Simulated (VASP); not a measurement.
Wanted: the native input for a VASP 6.6.1 run.

```
Task                   : relaxation of cell and atoms
Functional             : PBE
Potentials or basis    : VASP PAW PBE potentials, release 64 (Si, Ru_pv)
Cutoff                 : 600 eV
k mesh                 : 6 × 6 × 4
Occupations            : gaussian, width 0.1 eV
Spin                   : no spin polarisation
Dipole correction      : no
Further INCAR settings : ALGO = Normal; EDIFF = 1e-07; IBRION = 2; EDIFFG = -0.04; NSW = 90; ISIF = 3
```

The structure of Si3Ru lies in POSCAR:

```
Si3Ru
1.0
    5.5202234788      0.0000000000      0.0000000000
   -2.7601117394      4.7806537672      0.0000000000
    0.0000000000      0.0000000000      4.4308310698
Si Ru
6 2
Direct
    0.8330000000      0.6660000000      0.2500000000
    0.1670000000      0.8330000000      0.7500000000
    0.3340000000      0.1670000000      0.2500000000
    0.1670000000      0.3340000000      0.7500000000
    0.8330000000      0.1670000000      0.2500000000
    0.6660000000      0.8330000000      0.7500000000
    0.3333333333      0.6666666667      0.2500000000
    0.6666666667      0.3333333333      0.7500000000
```

The input as run:

INCAR

```
PREC = Accurate
ENCUT = 600
EDIFF = 1E-7
ISMEAR = 0
SIGMA = 0.1
LREAL = False
LASPH = True
NELM = 100
ALGO = Normal
ISIF = 3
LWAVE = False
LCHARG = False
GGA = PE
IBRION = 2
NSW = 90
EDIFFG = -0.04
```

KPOINTS

```
Automatic mesh
0
Gamma
  6 6 4
```

Potentials or basis: VASP PAW PBE potentials, release 64 (Si, Ru_pv).

Command:

```bash
$ cat potpaw_PBE.64/Si/POTCAR potpaw_PBE.64/Ru_pv/POTCAR > POTCAR
$ mpirun -np 1 vasp_std > vasp.out
```

Results of the run:

```json
{
  "Relaxed volume": "13.71 Å³/atom",
  "Relaxed cell": "a = 5.244 Å, b = 5.244 Å, c = 4.607 Å, α = 90.00°, β = 90.00°, γ = 120.00°",
  "Space group after relaxing (to 0.05 Å)": "P6_3/mmc (No. 194)",
  "Energy gained by relaxing": "55.1 meV/atom",
  "Ionic steps": "7",
  "Pressure after relaxing": "-0.1 GPa",
  "Largest force after relaxing": "0.018 eV/Å",
  "Band gap on the k mesh": "zero (band 26 reaches 11.98 eV, above the bottom of band 27 at 11.03 eV)"
}
```

It took 6.4 min on 1 thread of AMD EPYC 9R14 (Zen 4), on a shared host, peak memory 0.29 GiB.
